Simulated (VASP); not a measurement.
# Si2Ag (Cmmm) in VASP: further runs, part 2 of 2

VASP 6.6.1. Earlier steps stand in the parts before.

## Step 3: Single point, PBE

This run uses another cell than the first one, of 24.93 Å³/atom.

Input file INCAR:

```
SYSTEM = Si2Ag
PREC = Accurate ; ENCUT = 520
EDIFF = 1E-6 ; ISMEAR = 0
SIGMA = 0.1 ; LREAL = .False.
LASPH = .True. ; NELM = 80
ALGO = Normal ; ISIF = 2
LWAVE = .False. ; LCHARG = .True.
GGA = PE ; LELF = .True.
LVHAR = .True. ; NBANDS = 28
```

Input file KPOINTS:

```
regular mesh
0
Gamma
  4 4 4
  0 0 0
```

Input file POSCAR:

```
Si2Ag
1.0
    4.0376342533     -4.2066459532      0.0000000000
    4.0376342533      4.2066459532      0.0000000000
    0.0000000000      0.0000000000      4.4038216845
Si Ag
4 2
Direct
    0.0051825250      0.2870561434      0.5000000000
    0.9948174750      0.7129438566      0.5000000000
    0.2870561434      0.0051825250      0.5000000000
    0.7129438566      0.9948174750      0.5000000000
    0.0000000000      0.5000000000      0.0000000000
    0.5000000000      0.0000000000      0.0000000000
```

Potentials or basis: VASP PAW PBE potentials, release 64 (Si, Ag).

Started as:

```sh
$ cat potpaw_PBE.64/Si/POTCAR potpaw_PBE.64/Ag/POTCAR > POTCAR
$ mpirun -np 1 vasp_std > vasp.out
```

OUTCAR:

```text
SYSTEM = Si2Ag
   PREC = Accurate
   ENCUT = 520
   EDIFF = 1E-6
   ISMEAR = 0
   LREAL = .False.
   LASPH = .True.
   NELM = 80
   ISIF = 2
   GGA = PE

 ion  position               nearest neighbor table
   1  0.005  0.287  0.500-   4 2.36   3 2.37   2 2.49   5 2.53   5 2.53
   2  0.995  0.713  0.500-   3 2.36   4 2.37   1 2.49   5 2.53   5 2.53
   3  0.287  0.005  0.500-   2 2.36   1 2.37   4 2.49   6 2.53   6 2.53
   4  0.713  0.995  0.500-   1 2.36   2 2.37   3 2.49   6 2.53   6 2.53
   5  0.000  0.500  0.000-   1 2.53   2 2.53   1 2.53   2 2.53
   6  0.500  0.000  0.000-   3 2.53   4 2.53   3 2.53   4 2.53

  LATTYP: Found a base centered orthorhombic cell.
 ALAT       =     8.0752685066
 B/A-ratio  =     1.0418590911
 C/A-ratio  =     0.5453467808

  Lattice vectors:

 A1 = (   4.0376342533,  -4.2066459532,   0.0000000000)
 A2 = (   4.0376342533,   4.2066459532,   0.0000000000)
 A3 = (   0.0000000000,   0.0000000000,   4.4038216845)

Analysis of symmetry for initial positions (statically):
=====================================================================
 Subroutine PRICEL returns:
 Original cell was already a primitive cell.

 Routine SETGRP: Setting up the symmetry group for a
 base centered orthorhombic supercell.

 Subroutine GETGRP returns: Found  8 space group operations
 (whereof  8 operations were pure point group operations)
 out of a pool of  8 trial point group operations.

The static configuration has the point symmetry D_2h.

Analysis of symmetry for dynamics (positions and initial velocities):
=====================================================================
 Subroutine PRICEL returns:
 Original cell was already a primitive cell.

 Routine SETGRP: Setting up the symmetry group for a
 base centered orthorhombic supercell.

 Subroutine GETGRP returns: Found  8 space group operations
 (whereof  8 operations were pure point group operations)
[... 127 lines left out ...]
  volume/ion in A,a.u.               =      24.93       168.25
  Fermi-wavevector in a.u.,A,eV,Ry     =   1.036800  1.959269 14.625651  1.074955
  Thomas-Fermi vector in A             =   2.171208
   LORBIT       =      0    0 simple, 1 ext, 2 COOP (PROOUT), +10 PAW based schemes
   GGA     = PE    functional components
   LHFCALC =     F    Hartree Fock is set to
   AEXX    =    0.0000 exact exchange contribution
   IVDW    =     0    specifies the selected vdW correction
   LEPSILON=     F    determine dielectric tensor
   LRPA    =     F    only Hartree local field effects (RPA)
 non-spin polarized calculation
 Gauss-broadening in eV      SIGMA  =   0.10
  energy-cutoff  :      520.00
  volume of cell :      149.60
 maximum number of plane-waves:      4046
 NGX is ok and might be reduce to    48
   NGX = 21   NGY = 21   NGZ = 17

 number of electron      38.0000002 magnetization

 Free energy of the ion-electron system (eV)
  ---------------------------------------------------
  ext. energy  EPLUGINS =         0.00000000
  ---------------------------------------------------
  free energy    TOTEN  =       -24.83420916 eV

  energy without entropy =      -24.82618742  energy(sigma->0) =      -24.83019829

 E-fermi :   4.4026     XC(G=0):  -8.6919

 val. band max:        4.3860868981   @ k =   0.5000   0.2500   0.2500
 cond. band min:       4.4438951277   @ k =   0.5000   0.5000   0.0000
 fundamental gap:      0.0578082296
 Fermi energy:         4.4026448248

 k-point     1 :       0.0000    0.0000    0.0000
  band No.  band energies     occupation
      1      -7.1124      2.00000
      2      -4.5809      2.00000
      3      -2.4708      2.00000
      4      -2.4493      2.00000
      5      -2.3264      2.00000
      6      -1.4767      2.00000
[... 640 lines left out ...]
     27       9.6617      0.00000
     28      10.8605      0.00000

------------------------ aborting loop because EDIFF is reached ----------------------------------------

  FORCE on cell =-STRESS in cart. coord.  units (eV):
  Direction    XX          YY          ZZ          XY          YZ          ZX
  --------------------------------------------------------------------------------------
  -------------------------------------------------------------------------------------
  Total       -0.0381018     -0.0922214      0.0033399      0.0000000      0.0000000      0.0000000
  in kB       -0.4080693     -0.9876878      0.0357707      0.0000000      0.0000000      0.0000000
  external PRESSURE =      -0.4533288 kB  Pullay stress =       0.0000000 kB

 VOLUME and BASIS-vectors are now :
 -----------------------------------------------------------------------------
  energy-cutoff  :      520.00
  volume of cell :      149.60
      direct lattice vectors                 reciprocal lattice vectors
     4.037634253 -4.206645953  0.000000000     0.123834892 -0.118859539  0.000000000
     4.037634253  4.206645953  0.000000000     0.123834892  0.118859539  0.000000000
     0.000000000  0.000000000  4.403821685     0.000000000  0.000000000  0.227075498

 POSITION                                       TOTAL-FORCE (eV/Angst)
 -----------------------------------------------------------------------------------
      1.17995      1.18574      2.20191        -0.008027     -0.011700      0.000000
      6.89532     -1.18574      2.20191         0.008027      0.011700     -0.000000
      1.17995     -1.18574      2.20191        -0.008027      0.011700      0.000000
      6.89532      1.18574      2.20191         0.008027     -0.011700     -0.000000
      2.01882      2.10332      0.00000         0.000000      0.000000      0.000000
      2.01882     -2.10332      0.00000         0.000000     -0.000000      0.000000
 -----------------------------------------------------------------------------------
    total drift:                                0.000000     -0.000000      0.000000

  FREE ENERGIE OF THE ION-ELECTRON SYSTEM (eV)
  ---------------------------------------------------
  free  energy   TOTEN  =       -24.8342091591 eV

  energy  without entropy=      -24.8261874215  energy(sigma->0) =      -24.83019829
```

OSZICAR:

```text
N       E                     dE             d eps       ncg     rms          rms(c)
DAV:   1     0.164314373438E+03    0.16431E+03   -0.16211E+04  1176   0.116E+03
DAV:   2    -0.193288642973E+02   -0.18364E+03   -0.17553E+03  1308   0.224E+02
DAV:   3    -0.267137442257E+02   -0.73849E+01   -0.71848E+01  1460   0.421E+01
DAV:   4    -0.268364356238E+02   -0.12269E+00   -0.12194E+00  1436   0.566E+00
DAV:   5    -0.268384704445E+02   -0.20348E-02   -0.20346E-02  1476   0.748E-01    0.109E+01
DAV:   6    -0.249980382913E+02    0.18404E+01   -0.10016E+01  1284   0.299E+01    0.774E+00
DAV:   7    -0.248757885980E+02    0.12225E+00   -0.12691E+00  1272   0.864E+00    0.380E+00
DAV:   8    -0.248361662464E+02    0.39622E-01   -0.12082E-01  1396   0.223E+00    0.909E-01
DAV:   9    -0.248311833137E+02    0.49829E-02   -0.26200E-02  1324   0.156E+00    0.205E-01
DAV:  10    -0.248337637072E+02   -0.25804E-02   -0.42659E-03  1288   0.303E-01    0.775E-02
DAV:  11    -0.248340637107E+02   -0.30000E-03   -0.35146E-04  1424   0.120E-01    0.309E-02
DAV:  12    -0.248341958301E+02   -0.13212E-03   -0.14659E-04  1276   0.542E-02    0.119E-02
DAV:  13    -0.248342040262E+02   -0.81961E-05   -0.12959E-05  1452   0.197E-02    0.490E-03
DAV:  14    -0.248342087017E+02   -0.46755E-05   -0.62281E-06  1272   0.129E-02    0.356E-03
DAV:  15    -0.248342091591E+02   -0.45736E-06   -0.30681E-07  1044   0.358E-03
   1 F= -.24834209E+02 E0= -.24830198E+02  d E =-.802174E-02
```

Wall time 1.9 min (1 thread of Oxide Virtual Turin-like, shared host); peak memory 0.27 GiB.

Results:

```yaml
Free_energy: -24.8342 eV
Pressure: 0.0 GPa
Largest_force: 0.014 eV/Å
Band_gap_on_the_k_mesh: zero (bands 19 and 20 overlap by 1.49 eV)
```

Forces in eV/Å, atoms in the order of the input:
```
Si  -0.008 -0.012  0.000
Si   0.008  0.012  0.000
Si  -0.008  0.012  0.000
Si   0.008 -0.012  0.000
Ag   0.000  0.000  0.000
Ag   0.000  0.000  0.000
```

## Step 4: Single point, PBE

This run uses another cell than the first one, of 24.76 Å³/atom.

Input file INCAR:

```
PREC = Accurate
ENCUT = 520
EDIFF = 1E-6
ISMEAR = 0
SIGMA = 0.1
LREAL = False
LASPH = True
NELM = 80
ALGO = Fast
ISIF = 2
LWAVE = False
LCHARG = False
GGA = PE
NBANDS = 28
```

Input file KPOINTS:

```
regular mesh
0
Gamma
  6 6 8
```

Input file POSCAR:

```
Si2Ag
1.0
    4.0189913643     -4.1900301157      0.0000000000
    4.0189913643      4.1900301157      0.0000000000
    0.0000000000      0.0000000000      4.4116632210
Si Ag
4 2
Direct
    0.0053006992      0.2874781646      0.5000000000
    0.9946993008      0.7125218354      0.5000000000
    0.2874781646      0.0053006992      0.5000000000
    0.7125218354      0.9946993008      0.5000000000
    0.0000000000      0.5000000000      0.0000000000
    0.5000000000      0.0000000000      0.0000000000
```

Started as:

```sh
$ cat potpaw_PBE.64/Si/POTCAR potpaw_PBE.64/Ag/POTCAR > POTCAR
$ mpirun -np 1 vasp_std > vasp.out
```

Run time: 7.9 min. Hardware: 1 thread of Oxide Virtual Turin-like, shared host; peak memory 0.37 GiB.

Results (log left out):

```
Free energy            : -24.8067 eV
Pressure               : 0.0 GPa
Band gap on the k mesh : zero (bands 19 and 20 overlap by 1.59 eV)
```

Stress tensor (GPa, compression positive):
```
-0.05  0.00  0.00
 0.00 -0.03  0.00
 0.00  0.00  0.07
```

Levels at points of the mesh, in eV from the Fermi level:
```
           k point  band 15  band 16  band 17  band 18  band 19  band 20  band 21  band 22  band 23  band 24
(0.00, 0.00, 0.00)    -3.85    -2.77    -1.77    -0.15    -0.15     0.38     1.13     2.90     2.94     3.59
(0.50, 0.00, 0.00)    -2.97    -2.07    -1.91    -1.35    -0.72     0.33     1.80     2.29     2.56     2.93
(0.50, 0.50, 0.00)    -1.74    -1.71    -1.63    -1.40    -1.30     0.07     0.27     1.94     2.43     2.62
(0.00, 0.00, 0.50)    -4.07    -4.02    -2.03    -1.92    -0.95    -0.91     1.58     2.02     2.59     3.96
(0.50, 0.00, 0.50)    -3.97    -3.49    -2.40    -2.30    -0.59    -0.21     1.00     1.63     2.96     3.37
(0.50, 0.50, 0.50)    -3.27    -3.08    -2.56    -2.42    -2.26     0.63     0.88     1.50     2.36     3.46
```

## Step 5: Overview

| cell | k mesh | gap on the mesh (eV) | pressure (GPa) | largest force (eV/Å) |
| --- | --- | --- | --- | --- |
| a = 6.477, b = 6.477, c = 3.908 Å, angles 90.0, 90.0, 129.8°, 6 atoms, atomic positions A | 4 × 4 × 4 | none | -0.9 | 0.85 |
| a = 5.831, b = 5.831, c = 4.404 Å, angles 90.0, 90.0, 92.3°, 6 atoms, atomic positions B | 4 × 4 × 4 | none | 0.0 | 0.01 |
| a = 5.806, b = 5.806, c = 4.412 Å, angles 90.0, 90.0, 92.4°, 6 atoms, atomic positions C | 6 × 6 × 8 | none | 0.0 | - |

Alike in all rows: task single point; level PBE; potentials or basis VASP PAW PBE potentials, release 64 (Si, Ag); no spin polarisation; cutoff (eV) 520; smearing gaussian 0.1 eV.

Caveats: some runs use coarse meshes.

Absolute energies hang on the potentials; compare differences alone.

The gap in the log of VASP goes by the Fermi energy; the results here count the filled bands.